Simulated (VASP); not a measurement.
# Ta (P6/mmm) in VASP: notebook

Ta is run at these levels: PBE; tasks: single point.

All numbers are computed with VASP 6.6.1; they aren't measurements. Logs are shortened: lines on timing, memory, paths and dates and some standing lists are left out, and cuts for length are marked.

## Step 1: The cell of the first run

Symmetry: P6/mmm, No. 191, hexagonal system. Conventional cell: a = 3.826 Å, b = 3.826 Å, c = 2.207 Å, α = 90.00°, β = 90.00°, γ = 120.00°. Within 2.9 Å of Ta (site symmetry 6/mmm) lie 14 Ta at 2.21 to 2.47 Å. Ta (site symmetry -6m2) has 11 Ta at 2.21 to 2.47 Å within 2.9 Å.

## Step 2: Single point, PBE

INCAR

```
PREC = Accurate ; ENCUT = 520
EDIFF = 1E-6 ; ISMEAR = -1
SIGMA = 0.08 ; LREAL = False
LASPH = True ; NELM = 80
ALGO = Normal ; ISIF = 2
LWAVE = False ; LCHARG = True
GGA = PE ; LELF = True
LVHAR = True ; NBANDS = 24
```

KPOINTS

```
regular mesh
0
Gamma
  10 10 14
```

POSCAR

```
Ta
1.0
    3.8255120053      0.0000000000      0.0000000000
   -1.9127560027      3.3129905791      0.0000000000
    0.0000000000      0.0000000000      2.2069398016
Ta
3
Direct
    0.0000000000      0.0000000000      0.0000000000
    0.3333333333      0.6666666667      0.5000000000
    0.6666666667      0.3333333333      0.5000000000
```

Potentials or basis: VASP PAW PBE potentials, release 64 (Ta_pv).

Launch:

```sh
$ cat potpaw_PBE.64/Ta_pv/POTCAR > POTCAR
$ mpirun -np 1 vasp_std > vasp.out
```

OUTCAR:

```text
PREC = Accurate
   ENCUT = 520
   EDIFF = 1E-6
   ISMEAR = -1
   LREAL = False
   LASPH = True
   NELM = 80
   ISIF = 2
   GGA = PE

 ion  position               nearest neighbor table
   1  0.000  0.000  0.000-   2 2.47   3 2.47   2 2.47   3 2.47   3 2.47   3 2.47   2 2.47   2 2.47
                             3 2.47   3 2.47   2 2.47   2 2.47
   2  0.333  0.667  0.500-   3 2.21   3 2.21   3 2.21   1 2.47   1 2.47   1 2.47   1 2.47   1 2.47
                             1 2.47   3 3.12   3 3.12   3 3.12   3 3.12   3 3.12   3 3.12
   3  0.667  0.333  0.500-   2 2.21   2 2.21   2 2.21   1 2.47   1 2.47   1 2.47   1 2.47   1 2.47
                             1 2.47   2 3.12   2 3.12   2 3.12   2 3.12   2 3.12   2 3.12

  LATTYP: Found a hexagonal cell.
 ALAT       =     3.8255120053
 C/A-ratio  =     0.5769005034

  Lattice vectors:

 A1 = (   3.8255120053,   0.0000000000,   0.0000000000)
 A2 = (  -1.9127560027,   3.3129905791,   0.0000000000)
 A3 = (   0.0000000000,   0.0000000000,   2.2069398016)

Analysis of symmetry for initial positions (statically):
=====================================================================
 Subroutine PRICEL returns:
 Original cell was already a primitive cell.

 Routine SETGRP: Setting up the symmetry group for a
 hexagonal supercell.

 Subroutine GETGRP returns: Found 24 space group operations
 (whereof 24 operations were pure point group operations)
 out of a pool of 24 trial point group operations.

The static configuration has the point symmetry D_6h.

Analysis of symmetry for dynamics (positions and initial velocities):
=====================================================================
 Subroutine PRICEL returns:
 Original cell was already a primitive cell.

 Routine SETGRP: Setting up the symmetry group for a
 hexagonal supercell.

 Subroutine GETGRP returns: Found 24 space group operations
 (whereof 24 operations were pure point group operations)
 out of a pool of 24 trial point group operations.

The dynamic configuration has the point symmetry D_6h.

 Subroutine INISYM returns: Found 24 space group operations
 (whereof 24 operations are pure point group operations),
 and found     1 'primitive' translations

----------------------------------------------------------------------------------------

                                     Primitive cell

  volume of cell :      27.9705

  direct lattice vectors                    reciprocal lattice vectors
     3.825512005  0.000000000  0.000000000     0.261402918  0.150921045  0.000000000
    -1.912756003  3.312990579  0.000000000     0.000000000  0.301842090  0.000000000
     0.000000000  0.000000000  2.206939802     0.000000000  0.000000000  0.453116120

  length of vectors
     3.825512005  3.825512005  2.206939802     0.301842090  0.301842090  0.453116120

  position of ions in fractional coordinates (direct lattice)
     0.000000000  0.000000000  0.000000000
     0.333333333  0.666666667  0.500000000
     0.666666667  0.333333333  0.500000000

  ion indices of the primitive-cell ions
   primitive index   ion index
                 1           1
                 2           2
                 3           3

----------------------------------------------------------------------------------------

 KPOINTS: regular mesh

Automatic generation of k-mesh.
 Grid dimensions read from file:
 generate k-points for:   10   10   14

 Generating k-lattice:

  Cartesian coordinates                     Fractional coordinates (reciprocal lattice)
     0.026140292  0.015092104  0.000000000     0.100000000  0.000000000  0.000000000
     0.000000000  0.030184209  0.000000000     0.000000000  0.100000000  0.000000000
     0.000000000  0.000000000  0.032365437     0.000000000  0.000000000  0.071428571

  Length of vectors
     0.030184209  0.030184209  0.032365437

  Shift w.r.t. Gamma in fractional coordinates (k-lattice)
     0.000000000  0.000000000  0.000000000

 Subroutine IBZKPT returns following result:
 ===========================================

 Found    112 irreducible k-points:

 Following reciprocal coordinates:
            Coordinates               Weight
  0.000000  0.000000  0.000000      1.000000
  0.100000 -0.000000  0.000000      6.000000
  0.200000 -0.000000  0.000000      6.000000
  0.300000 -0.000000  0.000000      6.000000
  0.400000 -0.000000  0.000000      6.000000
  0.500000 -0.000000  0.000000      3.000000
[... 16 lines left out ...]
  0.300000  0.100000  0.071429     24.000000
  0.400000  0.100000  0.071429     24.000000
 [... further k-points ...]
   k-points           NKPTS =    112   k-points in BZ     NKDIM =    112   number of bands    NBANDS=     24
   number of dos      NEDOS =    301   number of ions     NIONS =      3
   total plane-waves  NPLWV =  12544
   dimension x,y,z NGX =    28 NGY =   28 NGZ =   16
   dimension x,y,z NGXF=    56 NGYF=   56 NGZF=   32
   ions per type =               3
   NGX,Y,Z   is equivalent  to a cutoff of  12.17, 12.17, 12.05 a.u.
   NGXF,Y,Z  is equivalent  to a cutoff of  24.34, 24.34, 24.11 a.u.
 SYSTEM =  unknown system
   PREC   = accura    normal or accurate (medium, high low for compatibility)
   ISTART =      0    job   : 0-new  1-cont  2-samecut
   ICHARG =      2    charge: 1-file 2-atom 10-const
   ISPIN  =      1    spin polarized calculation?
   LNONCOLLINEAR =      F non collinear calculations
   LSORBIT =      F    spin-orbit coupling
   LASPH  =      T    aspherical Exc in radial PAW
   ENCUT  =  520.0 eV  38.22 Ry    6.18 a.u.   7.11  7.11  4.10*2*pi/ulx,y,z
   NELM   =     80;   NELMIN=  2; NELMDL= -5     # of ELM steps
   EDIFF  = 0.1E-05   stopping-criterion for ELM
   LREAL  =      F    real-space projection
   EDIFFG = 0.1E-04   stopping-criterion for IOM
   NSW    =      0    number of steps for IOM
   IBRION =     -1    ionic relax: 0-MD 1-quasi-New 2-CG
   NFREE  =      0    steps in history (QN), initial steepest desc. (CG)
   ISIF   =      2    stress and relaxation
   ISYM   =      2    0-nonsym 1-usesym 2-fastsym
   POTIM  = 0.5000    time-step for ionic-motion
   TEBEG  =    0.0;   TEEND  =   0.0 temperature during run
   PSTRESS=    0.0 pullay stress
   NELECT =      33.0000    total number of electrons
   NUPDOWN=      -1.0000    fix difference up-down
   EMIN   =  10.00;   EMAX   =-10.00  energy-range for DOS
   EFERMI =   0.00;   METHOD = LEGACY
   ISMEAR =    -1;   SIGMA  =   0.08  broadening in eV -4-tet -1-fermi 0-gaus
   EFERMI_NEDOS =   21; number of points for ismear=-14 and -15
   IALGO  =     38    algorithm
   IMIX   =      4    mixing-type and parameters
     AMIX     =   0.40;   BMIX     =  1.00
     AMIX_MAG =   1.60;   BMIX_MAG =  1.00
  volume/ion in A,a.u.               =       9.32        62.92
  Fermi-wavevector in a.u.,A,eV,Ry     =   1.729867  3.268975 40.714618  2.992440
  Thomas-Fermi vector in A             =   2.804531
   LORBIT       =      0    0 simple, 1 ext, 2 COOP (PROOUT), +10 PAW based schemes
   GGA     = PE    functional components
   LHFCALC =     F    Hartree Fock is set to
   AEXX    =    0.0000 exact exchange contribution
   IVDW    =     0    specifies the selected vdW correction
   LEPSILON=     F    determine dielectric tensor
   LRPA    =     F    only Hartree local field effects (RPA)
 non-spin polarized calculation
  energy-cutoff  :      520.00
  volume of cell :       27.97
 maximum number of plane-waves:       770
   NGX = 15   NGY = 15   NGZ =  9

 number of electron      33.0000003 magnetization

 Free energy of the ion-electron system (eV)
  ---------------------------------------------------
  ext. energy  EPLUGINS =         0.00000000
  ---------------------------------------------------
  free energy    TOTEN  =       -10.53834002 eV

  energy without entropy =      -10.51799406  energy(sigma->0) =      -10.52816704

 E-fermi :  13.2349     XC(G=0): -16.3946

 val. band max:       13.2026505090   @ k =   0.3000   0.3000   0.1429
 cond. band min:      13.2441202822   @ k =   0.2000  -0.0000   0.1429
 fundamental gap:      0.0414697732
 Fermi energy:        13.2349235421

 k-point     1 :       0.0000    0.0000    0.0000
  band No.  band energies     occupation
      1     -24.2021      2.00000
      2     -24.2021      2.00000
      3     -23.0512      2.00000
      4     -23.0512      2.00000
      5     -19.1256      2.00000
      6     -18.2485      2.00000
[... 16 lines left out ...]
     23      17.3043      0.00000
     24      26.7367      0.00000

 k-point     2 :       0.1000   -0.0000    0.0000
  band No.  band energies     occupation
      1     -24.4835      2.00000
      2     -24.3735      2.00000
      3     -22.6828      2.00000
      4     -22.6117      2.00000
      5     -19.0836      2.00000
      6     -18.5647      2.00000
[... 16 lines left out ...]
     23      18.5063      0.00000
     24      25.8260      0.00000

 k-point     3 :       0.2000   -0.0000    0.0000
  band No.  band energies     occupation
      1     -24.9258      2.00000
      2     -24.4861      2.00000
      3     -21.9882      2.00000
      4     -21.7423      2.00000
      5     -19.4069      2.00000
      6     -18.9615      2.00000
[... 16 lines left out ...]
     23      20.1033      0.00000
     24      23.8662      0.00000
[... 514 lines left out ...]
 k-point    23 :       0.3000    0.1000    0.0714
  band No.  band energies     occupation
      1     -25.2370      2.00000
      2     -24.1620      2.00000
      3     -21.3220      2.00000
      4     -20.6822      2.00000
      5     -20.3954      2.00000
      6     -18.9913      2.00000
[... 16 lines left out ...]
     23      22.1512      0.00000
     24      22.3440      0.00000

 k-point    24 :       0.4000    0.1000    0.0714
  band No.  band energies     occupation
      1     -25.3753      2.00000
      2     -23.5764      2.00000
      3     -22.3499      2.00000
      4     -20.1105      2.00000
      5     -19.9299      2.00000
      6     -19.2688      2.00000
[... 16 lines left out ...]
     23      22.0239      0.00000
     24      22.9599      0.00000

 [... further k-points ...]

------------------------ aborting loop because EDIFF is reached ----------------------------------------

  FORCE on cell =-STRESS in cart. coord.  units (eV):
  Direction    XX          YY          ZZ          XY          YZ          ZX
  --------------------------------------------------------------------------------------
  -------------------------------------------------------------------------------------
  Total       87.1883884     87.1883884     87.5225386     -0.0000000      0.0000000      0.0000000
  in kB     4994.2350182   4994.2350182   5013.3754622     -0.0000001      0.0000000      0.0000000
  external PRESSURE =    5000.6151662 kB  Pullay stress =       0.0000000 kB

 VOLUME and BASIS-vectors are now :
 -----------------------------------------------------------------------------
  energy-cutoff  :      520.00
  volume of cell :       27.97
      direct lattice vectors                 reciprocal lattice vectors
     3.825512005  0.000000000  0.000000000     0.261402918  0.150921045  0.000000000
    -1.912756003  3.312990579  0.000000000     0.000000000  0.301842090  0.000000000
     0.000000000  0.000000000  2.206939802     0.000000000  0.000000000  0.453116120

 POSITION                                       TOTAL-FORCE (eV/Angst)
 -----------------------------------------------------------------------------------
      0.00000      0.00000      0.00000        -0.000000      0.000000      0.000000
     -0.00000      2.20866      1.10347         0.000000      0.000000      0.000000
      1.91276      1.10433      1.10347        -0.000000     -0.000000     -0.000000
 -----------------------------------------------------------------------------------
    total drift:                                0.000000      0.000000     -0.000000

  FREE ENERGIE OF THE ION-ELECTRON SYSTEM (eV)
  ---------------------------------------------------
  free  energy   TOTEN  =       -10.5383400206 eV

  energy  without entropy=      -10.5179940574  energy(sigma->0) =      -10.52816704
```

Run time: 25 s. Hardware: 1 thread of Intel Xeon 6975P-C (Granite Rapids), shared host; peak memory 0.17 GiB.

What came out:

* Free energy: -10.5383 eV
* Pressure: 500.1 GPa

Caveat: spin-orbit coupling is left out, which moves the levels of the heavy elements.

## Step 3: Single point, PBE

This run uses another cell than the first one, of 9.37 Å³/atom, 1.005 times its volume.

INCAR

```
SYSTEM = Ta
PREC     = Accurate       ! precision mode
ENCUT    = 520            ! plane-wave cutoff, eV
EDIFF    = 1E-6           ! SCF threshold, eV
ISMEAR   = -1             ! smearing method
SIGMA    = 0.08           ! smearing width, eV
LREAL    = .FALSE.        ! projectors in reciprocal space
LASPH    = .TRUE.         ! aspherical terms in the spheres
NELM     = 100            ! most SCF steps
ALGO     = Normal         ! electronic algorithm
ISIF     = 2              ! what is computed and relaxed
LWAVE    = .FALSE.        ! write WAVECAR
LCHARG   = .FALSE.        ! write CHGCAR
GGA      = PE             ! functional
NBANDS   = 24             ! bands
```

KPOINTS

```
regular mesh
0
G
  10 10 14
  0 0 0
```

POSCAR

```
Ta
1.0
    3.8309395330      0.0000000000      0.0000000000
   -1.9154697665      3.3176909560      0.0000000000
    0.0000000000      0.0000000000      2.2111762057
Ta
3
Direct
    0.0000000000      0.0000000000      0.0000000000
    0.3333333333      0.6666666667      0.5000000000
    0.6666666667      0.3333333333      0.5000000000
```

Potentials or basis: VASP PAW PBE potentials, release 64 (Ta_pv).

Launch:

```sh
$ cat potpaw_PBE.64/Ta_pv/POTCAR > POTCAR
$ mpirun -np 1 vasp_std > vasp.out
```

OUTCAR:

```text
SYSTEM = Ta
   PREC = Accurate
   ENCUT = 520
   EDIFF = 1E-6
   ISMEAR = -1
   LREAL = .FALSE.
   LASPH = .TRUE.
   NELM = 100
   ISIF = 2
   GGA = PE

 ion  position               nearest neighbor table
   1  0.000  0.000  0.000-   2 2.47   3 2.47   2 2.47   3 2.47   3 2.47   3 2.47   2 2.47   2 2.47
                             3 2.47   3 2.47   2 2.47   2 2.47
   2  0.333  0.667  0.500-   3 2.21   3 2.21   3 2.21   1 2.47   1 2.47   1 2.47   1 2.47   1 2.47
                             1 2.47   3 3.13   3 3.13   3 3.13   3 3.13   3 3.13   3 3.13
   3  0.667  0.333  0.500-   2 2.21   2 2.21   2 2.21   1 2.47   1 2.47   1 2.47   1 2.47   1 2.47
                             1 2.47   2 3.13   2 3.13   2 3.13   2 3.13   2 3.13   2 3.13

  LATTYP: Found a hexagonal cell.
 ALAT       =     3.8309395330
 C/A-ratio  =     0.5771890124

  Lattice vectors:

 A1 = (   3.8309395330,   0.0000000000,   0.0000000000)
 A2 = (  -1.9154697665,   3.3176909560,   0.0000000000)
 A3 = (   0.0000000000,   0.0000000000,   2.2111762057)

Analysis of symmetry for initial positions (statically):
=====================================================================
 Subroutine PRICEL returns:
 Original cell was already a primitive cell.

 Routine SETGRP: Setting up the symmetry group for a
 hexagonal supercell.

 Subroutine GETGRP returns: Found 24 space group operations
 (whereof 24 operations were pure point group operations)
 out of a pool of 24 trial point group operations.

The static configuration has the point symmetry D_6h.

Analysis of symmetry for dynamics (positions and initial velocities):
=====================================================================
 Subroutine PRICEL returns:
 Original cell was already a primitive cell.

 Routine SETGRP: Setting up the symmetry group for a
 hexagonal supercell.

 Subroutine GETGRP returns: Found 24 space group operations
 (whereof 24 operations were pure point group operations)
 out of a pool of 24 trial point group operations.

The dynamic configuration has the point symmetry D_6h.
[... 118 lines left out ...]
   IALGO  =     38    algorithm
   IMIX   =      4    mixing-type and parameters
     AMIX     =   0.40;   BMIX     =  1.00
     AMIX_MAG =   1.60;   BMIX_MAG =  1.00
  volume/ion in A,a.u.               =       9.37        63.22
  Fermi-wavevector in a.u.,A,eV,Ry     =   1.727128  3.263799 40.585804  2.982972
  Thomas-Fermi vector in A             =   2.802310
   LORBIT       =      0    0 simple, 1 ext, 2 COOP (PROOUT), +10 PAW based schemes
   GGA     = PE    functional components
   LHFCALC =     F    Hartree Fock is set to
   AEXX    =    0.0000 exact exchange contribution
   IVDW    =     0    specifies the selected vdW correction
   LEPSILON=     F    determine dielectric tensor
   LRPA    =     F    only Hartree local field effects (RPA)
 non-spin polarized calculation
  energy-cutoff  :      520.00
  volume of cell :       28.10
 maximum number of plane-waves:       774
   NGX = 15   NGY = 15   NGZ =  9

 number of electron      33.0000002 magnetization

 Free energy of the ion-electron system (eV)
  ---------------------------------------------------
  ext. energy  EPLUGINS =         0.00000000
  ---------------------------------------------------
  free energy    TOTEN  =       -10.95091845 eV

  energy without entropy =      -10.93072376  energy(sigma->0) =      -10.94082111

 E-fermi :  13.1660     XC(G=0): -16.3644

 val. band max:       13.1402484526   @ k =   0.3000   0.3000   0.1429
 cond. band min:      13.1731524389   @ k =   0.2000   0.0000   0.1429
 fundamental gap:      0.0329039862
 Fermi energy:        13.1659735976

 k-point     1 :       0.0000    0.0000    0.0000
  band No.  band energies     occupation
      1     -24.2196      2.00000
      2     -24.2196      2.00000
      3     -23.0712      2.00000
      4     -23.0712      2.00000
      5     -19.2018      2.00000
      6     -18.3273      2.00000
[... 637 lines left out ...]
     23      21.9152      0.00000
     24      22.8507      0.00000

 [... further k-points ...]

------------------------ aborting loop because EDIFF is reached ----------------------------------------

  FORCE on cell =-STRESS in cart. coord.  units (eV):
  Direction    XX          YY          ZZ          XY          YZ          ZX
  --------------------------------------------------------------------------------------
  -------------------------------------------------------------------------------------
  Total       86.2119697     86.2119697     86.3250437      0.0000000      0.0000000      0.0000000
  in kB     4914.8873880   4914.8873882   4921.3336615      0.0000000      0.0000000      0.0000000
  external PRESSURE =    4917.0361459 kB  Pullay stress =       0.0000000 kB

 VOLUME and BASIS-vectors are now :
 -----------------------------------------------------------------------------
  energy-cutoff  :      520.00
  volume of cell :       28.10
      direct lattice vectors                 reciprocal lattice vectors
     3.830939533  0.000000000  0.000000000     0.261032572  0.150707226  0.000000000
    -1.915469767  3.317690956  0.000000000     0.000000000  0.301414452  0.000000000
     0.000000000  0.000000000  2.211176206     0.000000000  0.000000000  0.452247992

 POSITION                                       TOTAL-FORCE (eV/Angst)
 -----------------------------------------------------------------------------------
      0.00000      0.00000      0.00000         0.000000      0.000000     -0.000000
     -0.00000      2.21179      1.10559        -0.000000      0.000000     -0.000000
      1.91547      1.10590      1.10559         0.000000     -0.000000      0.000000
 -----------------------------------------------------------------------------------
    total drift:                                0.000000      0.000000     -0.000000

  FREE ENERGIE OF THE ION-ELECTRON SYSTEM (eV)
  ---------------------------------------------------
  free  energy   TOTEN  =       -10.9509184528 eV

  energy  without entropy=      -10.9307237606  energy(sigma->0) =      -10.94082111
```

Run time: 29 s. Hardware: 1 thread of Intel Xeon 6975P-C (Granite Rapids), shared host; peak memory 0.17 GiB.

What came out:

```
Free energy : -10.9509 eV
Pressure    : 491.7 GPa
```

Caveat: spin-orbit coupling is left out, which moves the levels of the heavy elements.
